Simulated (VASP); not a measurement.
# SiC (I-4m2) in VASP: a series of runs

Runs on SiC. Level: PBE. Tasks: single point.

All numbers are computed with VASP 6.6.1; they aren't measurements. Logs are shortened: lines on timing, memory, paths and dates and some standing lists are left out, and cuts for length are marked.

## Step 1: The cell of the first run

Symmetry: I-4m2, No. 119, tetragonal system. The conventional cell has a = 3.028 Å, b = 3.028 Å, c = 4.478 Å, α = 90.00°, β = 90.00°, γ = 90.00°. Si (site symmetry -4m2) has 4 C at 1.88 Å within 2.5 Å. Within 2.5 Å of C (site symmetry -4m2) lie 4 Si at 1.88 Å.

## Step 2: Single point, PBE (strain -0.015 along x and y, +0.030 along z)

Input file INCAR:

```
SYSTEM = SiC
PREC     = Accurate       ! precision mode
ENCUT    = 520            ! plane-wave cutoff, eV
EDIFF    = 1E-6           ! SCF threshold, eV
ISMEAR   = 0              ! smearing method
SIGMA    = 0.05           ! smearing width, eV
LREAL    = .FALSE.        ! projectors in reciprocal space
LASPH    = .TRUE.         ! aspherical terms in the spheres
NELM     = 80             ! most SCF steps
ALGO     = Normal         ! electronic algorithm
ISIF     = 2              ! what is computed and relaxed
LWAVE    = .FALSE.        ! write WAVECAR
LCHARG   = .FALSE.        ! write CHGCAR
GGA      = PE             ! functional
NBANDS   = 11             ! bands
```

Input file KPOINTS:

```
Automatic mesh
0
G
  12 12 12
  0 0 0
```

Input file POSCAR:

```
SiC
1.0
    0.0000000000      2.1413900000      2.2392200000
    2.1413900000      0.0000000000      2.2392200000
    2.1413900000      2.1413900000      0.0000000000
Si C
1 1
Direct
    0.0000000000      0.0000000000      0.0000000000
    0.7500000000      0.7500000000      0.7500000000
```

Potentials or basis: VASP PAW PBE potentials, release 64 (Si, C).

The run is started by

```bash
> cat potpaw_PBE.64/Si/POTCAR potpaw_PBE.64/C/POTCAR > POTCAR
> mpirun -np 1 vasp_std > vasp.out
```

OUTCAR:

```text
SYSTEM = SiC
   PREC = Accurate
   ENCUT = 520
   EDIFF = 1E-6
   ISMEAR = 0
   LREAL = .FALSE.
   LASPH = .TRUE.
   NELM = 80
   ISIF = 2
   GGA = PE

 ion  position               nearest neighbor table
   1  0.000  0.000  0.000-   2 1.88   2 1.88   2 1.88   2 1.88
   2  0.750  0.750  0.750-   1 1.88   1 1.88   1 1.88   1 1.88

  LATTYP: Found a body centered tetragonal cell.
 ALAT       =     3.0283827803
 C/A-ratio  =     1.4788223038

  Lattice vectors:

 A1 = (  -2.1413900000,   0.0000000000,   2.2392200000)
 A2 = (   2.1413900000,   0.0000000000,   2.2392200000)
 A3 = (   0.0000000000,   2.1413900000,  -2.2392200000)

Analysis of symmetry for initial positions (statically):
=====================================================================
 Subroutine PRICEL returns:
 Original cell was already a primitive cell.

 Routine SETGRP: Setting up the symmetry group for a
 body centered tetragonal supercell.

 Subroutine GETGRP returns: Found  8 space group operations
 (whereof  8 operations were pure point group operations)
 out of a pool of 16 trial point group operations.

The static configuration has the point symmetry D_2d.

Analysis of symmetry for dynamics (positions and initial velocities):
=====================================================================
 Subroutine PRICEL returns:
 Original cell was already a primitive cell.

 Routine SETGRP: Setting up the symmetry group for a
 body centered tetragonal supercell.

 Subroutine GETGRP returns: Found  8 space group operations
 (whereof  8 operations were pure point group operations)
 out of a pool of 16 trial point group operations.

The dynamic configuration has the point symmetry D_2d.

 Subroutine INISYM returns: Found  8 space group operations
 (whereof  8 operations are pure point group operations),
 and found     1 'primitive' translations

----------------------------------------------------------------------------------------

                                     Primitive cell

  volume of cell :      20.5361

  direct lattice vectors                    reciprocal lattice vectors
     0.000000000  2.141390000  2.239220000    -0.233493198  0.233493198  0.223292039
     2.141390000  0.000000000  2.239220000     0.233493198 -0.233493198  0.223292039
     2.141390000  2.141390000  0.000000000     0.233493198  0.233493198 -0.223292039

  length of vectors
     3.098331380  3.098331380  3.028382780     0.398619470  0.398619470  0.398619470

  position of ions in fractional coordinates (direct lattice)
     0.000000000  0.000000000  0.000000000
     0.750000000  0.750000000  0.750000000

  ion indices of the primitive-cell ions
   primitive index   ion index
                 1           1
                 2           2

----------------------------------------------------------------------------------------

 KPOINTS: Automatic mesh

Automatic generation of k-mesh.
 Grid dimensions read from file:
 generate k-points for:   12   12   12

 Generating k-lattice:

  Cartesian coordinates                     Fractional coordinates (reciprocal lattice)
    -0.019457767  0.019457767  0.018607670     0.083333333  0.000000000  0.000000000
     0.019457767 -0.019457767  0.018607670     0.000000000  0.083333333  0.000000000
     0.019457767  0.019457767 -0.018607670    -0.000000000 -0.000000000  0.083333333

  Length of vectors
     0.033218289  0.033218289  0.033218289

  Shift w.r.t. Gamma in fractional coordinates (k-lattice)
     0.000000000  0.000000000  0.000000000

 Subroutine IBZKPT returns following result:
 ===========================================

 Found    163 irreducible k-points:

 Following reciprocal coordinates:
            Coordinates               Weight
  0.000000  0.000000  0.000000      1.000000
  0.083333  0.000000  0.000000      8.000000
  0.166667  0.000000  0.000000      8.000000
  0.250000  0.000000  0.000000      8.000000
  0.333333  0.000000  0.000000      8.000000
  0.416667  0.000000  0.000000      8.000000
[... 16 lines left out ...]
  0.500000  0.166667  0.000000      8.000000
 -0.416667  0.166667  0.000000      8.000000
 [... further k-points ...]
   k-points           NKPTS =    163   k-points in BZ     NKDIM =    163   number of bands    NBANDS=     11
   number of dos      NEDOS =    301   number of ions     NIONS =      2
   total plane-waves  NPLWV =  13824
   dimension x,y,z NGX =    24 NGY =   24 NGZ =   24
   dimension x,y,z NGXF=    48 NGYF=   48 NGZF=   48
   ions per type =               1   1
   NGX,Y,Z   is equivalent  to a cutoff of  12.88, 12.88, 13.18 a.u.
   NGXF,Y,Z  is equivalent  to a cutoff of  25.76, 25.76, 26.35 a.u.
 SYSTEM =  SiC
   PREC   = accura    normal or accurate (medium, high low for compatibility)
   ISTART =      0    job   : 0-new  1-cont  2-samecut
   ICHARG =      2    charge: 1-file 2-atom 10-const
   ISPIN  =      1    spin polarized calculation?
   LNONCOLLINEAR =      F non collinear calculations
   LSORBIT =      F    spin-orbit coupling
   LASPH  =      T    aspherical Exc in radial PAW
   ENCUT  =  520.0 eV  38.22 Ry    6.18 a.u.   5.76  5.76  5.63*2*pi/ulx,y,z
   NELM   =     80;   NELMIN=  2; NELMDL= -5     # of ELM steps
   EDIFF  = 0.1E-05   stopping-criterion for ELM
   LREAL  =      F    real-space projection
   EDIFFG = 0.1E-04   stopping-criterion for IOM
   NSW    =      0    number of steps for IOM
   IBRION =     -1    ionic relax: 0-MD 1-quasi-New 2-CG
   NFREE  =      0    steps in history (QN), initial steepest desc. (CG)
   ISIF   =      2    stress and relaxation
   ISYM   =      2    0-nonsym 1-usesym 2-fastsym
   POTIM  = 0.5000    time-step for ionic-motion
   TEBEG  =    0.0;   TEEND  =   0.0 temperature during run
   PSTRESS=    0.0 pullay stress
   NELECT =       8.0000    total number of electrons
   NUPDOWN=      -1.0000    fix difference up-down
   EMIN   =  10.00;   EMAX   =-10.00  energy-range for DOS
   EFERMI =   0.00;   METHOD = LEGACY
   ISMEAR =     0;   SIGMA  =   0.05  broadening in eV -4-tet -1-fermi 0-gaus
   EFERMI_NEDOS =   21; number of points for ismear=-14 and -15
   IALGO  =     38    algorithm
   IMIX   =      4    mixing-type and parameters
     AMIX     =   0.40;   BMIX     =  1.00
     AMIX_MAG =   1.60;   BMIX_MAG =  1.00
  volume/ion in A,a.u.               =      10.27        69.29
  Fermi-wavevector in a.u.,A,eV,Ry     =   1.195635  2.259423 19.450124  1.429544
  Thomas-Fermi vector in A             =   2.331596
   LORBIT       =      0    0 simple, 1 ext, 2 COOP (PROOUT), +10 PAW based schemes
   GGA     = PE    functional components
   LHFCALC =     F    Hartree Fock is set to
   AEXX    =    0.0000 exact exchange contribution
   IVDW    =     0    specifies the selected vdW correction
   LEPSILON=     F    determine dielectric tensor
   LRPA    =     F    only Hartree local field effects (RPA)
 non-spin polarized calculation
 Gauss-broadening in eV      SIGMA  =   0.05
  energy-cutoff  :      520.00
  volume of cell :       20.54
 maximum number of plane-waves:       568
   NGX = 11   NGY = 11   NGZ = 11

 number of electron       8.0000000 magnetization

 Free energy of the ion-electron system (eV)
  ---------------------------------------------------
  ext. energy  EPLUGINS =         0.00000000
  ---------------------------------------------------
  free energy    TOTEN  =       -15.03045929 eV

  energy without entropy =      -15.03045929  energy(sigma->0) =      -15.03045929

 E-fermi :   8.6286     XC(G=0): -11.3917

 val. band max:        8.3091275662   @ k =   0.0000   0.0000   0.0000
 cond. band min:       9.4220103617   @ k =   0.5000   0.0000   0.5000
 fundamental gap:      1.1128827956
 Fermi energy:         8.6285926707

 k-point     1 :       0.0000    0.0000    0.0000
  band No.  band energies     occupation
      1      -7.2678      2.00000
      2       7.9819      2.00000
      3       8.3091      2.00000
      4       8.3091      2.00000
      5      14.5011      0.00000
      6      15.5265      0.00000
      7      15.5265      0.00000
      8      15.6328      0.00000
      9      21.9870      0.00000
     10      23.4378      0.00000
     11      24.4200      0.00000

 k-point     2 :       0.0833    0.0000    0.0000
  band No.  band energies     occupation
      1      -7.1310      2.00000
      2       7.4388      2.00000
      3       8.0153      2.00000
      4       8.2285      2.00000
      5      14.7327      0.00000
      6      15.5977      0.00000
      7      15.7132      0.00000
      8      15.8764      0.00000
      9      21.3350      0.00000
     10      22.5862      0.00000
     11      24.6442      0.00000

 k-point     3 :       0.1667    0.0000    0.0000
  band No.  band energies     occupation
      1      -6.7246      2.00000
      2       5.8205      2.00000
      3       7.7134      2.00000
      4       8.0291      2.00000
      5      14.5571      0.00000
      6      15.9938      0.00000
      7      16.1184      0.00000
      8      16.6658      0.00000
      9      20.7711      0.00000
     10      21.6079      0.00000
     11      24.0445      0.00000

 k-point     4 :       0.2500    0.0000    0.0000
  band No.  band energies     occupation
      1      -6.0633      2.00000
      2       3.8953      2.00000
      3       7.3875      2.00000
      4       7.7959      2.00000
      5      14.1538      0.00000
      6      15.9983      0.00000
      7      16.3383      0.00000
      8      17.6408      0.00000
      9      21.1957      0.00000
     10      21.4932      0.00000
     11      23.5405      0.00000
[... 239 lines left out ...]
 k-point    22 :       0.4167    0.1667    0.0000
  band No.  band energies     occupation
      1      -4.5007      2.00000
      2       1.7884      2.00000
      3       5.5960      2.00000
      4       6.6388      2.00000
      5      13.1716      0.00000
      6      16.0495      0.00000
      7      17.8213      0.00000
      8      17.9502      0.00000
      9      21.6543      0.00000
     10      25.4444      0.00000
     11      26.0544      0.00000

 k-point    23 :       0.5000    0.1667    0.0000
  band No.  band energies     occupation
      1      -3.5952      2.00000
      2       0.4381      2.00000
      3       5.0940      2.00000
      4       6.7413      2.00000
      5      13.3084      0.00000
      6      15.8734      0.00000
      7      17.3933      0.00000
      8      19.0507      0.00000
      9      22.3837      0.00000
     10      25.4465      0.00000
     11      26.2296      0.00000

 k-point    24 :      -0.4167    0.1667    0.0000
  band No.  band energies     occupation
      1      -3.3330      2.00000
      2       0.1026      2.00000
      3       4.7823      2.00000
      4       6.9910      2.00000
      5      13.6800      0.00000
      6      15.7759      0.00000
      7      17.0498      0.00000
      8      19.3042      0.00000
      9      23.3722      0.00000
     10      23.5690      0.00000
     11      26.1534      0.00000

 [... further k-points ...]

------------------------ aborting loop because EDIFF is reached ----------------------------------------

  FORCE on cell =-STRESS in cart. coord.  units (eV):
  Direction    XX          YY          ZZ          XY          YZ          ZX
  --------------------------------------------------------------------------------------
  -------------------------------------------------------------------------------------
  Total        1.1541056      1.1541056     -0.4649601      0.0000000      0.0000000     -0.0000000
  in kB       90.0404854     90.0404854    -36.2750425      0.0000000      0.0000000     -0.0000000
  external PRESSURE =      47.9353095 kB  Pullay stress =       0.0000000 kB

 VOLUME and BASIS-vectors are now :
 -----------------------------------------------------------------------------
  energy-cutoff  :      520.00
  volume of cell :       20.54
      direct lattice vectors                 reciprocal lattice vectors
     0.000000000  2.141390000  2.239220000    -0.233493198  0.233493198  0.223292039
     2.141390000  0.000000000  2.239220000     0.233493198 -0.233493198  0.223292039
     2.141390000  2.141390000  0.000000000     0.233493198  0.233493198 -0.223292039

 POSITION                                       TOTAL-FORCE (eV/Angst)
 -----------------------------------------------------------------------------------
      0.00000      0.00000      0.00000         0.000000      0.000000     -0.000000
      3.21209      3.21209      3.35883        -0.000000     -0.000000      0.000000
 -----------------------------------------------------------------------------------
    total drift:                               -0.000000     -0.000000     -0.000000

  FREE ENERGIE OF THE ION-ELECTRON SYSTEM (eV)
  ---------------------------------------------------
  free  energy   TOTEN  =       -15.0304592948 eV

  energy  without entropy=      -15.0304592948  energy(sigma->0) =      -15.03045929
```

It took 8.8 s on 1 thread of Intel Xeon 6975P-C (Granite Rapids), shared host; peak memory 0.15 GiB.

What came out:

| Property | Result |
| --- | --- |
| Free energy | -15.0305 eV |
| Pressure | 4.8 GPa |
| Band gap on the k mesh | 1.11 eV, indirect (least direct gap 4.51 eV) |

Caveat: the cell differs from its parent crystal (strain -0.015 along x and y, +0.030 along z).

## Step 3: Single point, PBE (strain +0.000 along x and y, +0.015 along z)

Input file INCAR:

```
PREC = Accurate
ENCUT = 520
EDIFF = 1E-6
ISMEAR = 0
SIGMA = 0.05
LREAL = F
LASPH = T
NELM = 100
ALGO = Normal
ISIF = 2
LWAVE = F
LCHARG = F
GGA = PE
NBANDS = 11
```

Input file KPOINTS:

```
regular mesh
0
Gamma
  12 12 12
```

Input file POSCAR:

```
SiC
1.0
    0.0000000000      2.1740000000      2.2066100000
    2.1740000000      0.0000000000      2.2066100000
    2.1740000000      2.1740000000      0.0000000000
Si C
1 1
Direct
    0.0000000000      0.0000000000      0.0000000000
    0.7500000000      0.7500000000      0.7500000000
```

Potentials or basis: VASP PAW PBE potentials, release 64 (Si, C).

The run is started by

```bash
> cat potpaw_PBE.64/Si/POTCAR potpaw_PBE.64/C/POTCAR > POTCAR
> mpirun -np 1 vasp_std > vasp.out
```

Run time: 8.9 s. Hardware: 1 thread of Intel Xeon 6975P-C (Granite Rapids), shared host; peak memory 0.15 GiB.

Results (log left out):

```
Free energy            : -15.0578 eV
Pressure               : 1.4 GPa
Band gap on the k mesh : 1.29 eV, indirect (least direct gap 4.52 eV)
```

Stress tensor (GPa, compression positive):
```
 2.74  0.00  0.00
 0.00  2.74  0.00
 0.00  0.00 -1.21
```

Levels at points of the mesh, in eV from the valence-band top:
```
           k point  band 2  band 3  band 4  band 5  band 6  band 7
(0.00, 0.00, 0.00)   -0.10    0.00    0.00    6.10    7.20    7.20
(0.50, 0.00, 0.00)   -8.53   -1.18   -0.99    5.30    7.07    7.27
(0.50, 0.50, 0.00)   -7.93   -3.10   -3.10    1.42    4.43   13.95
(0.50, 0.00, 0.50)   -7.74   -3.27   -3.24    1.29    4.17   13.65
```

Caveat: the cell differs from its parent crystal (strain +0.000 along x and y, +0.015 along z). A k mesh can miss the band edges.
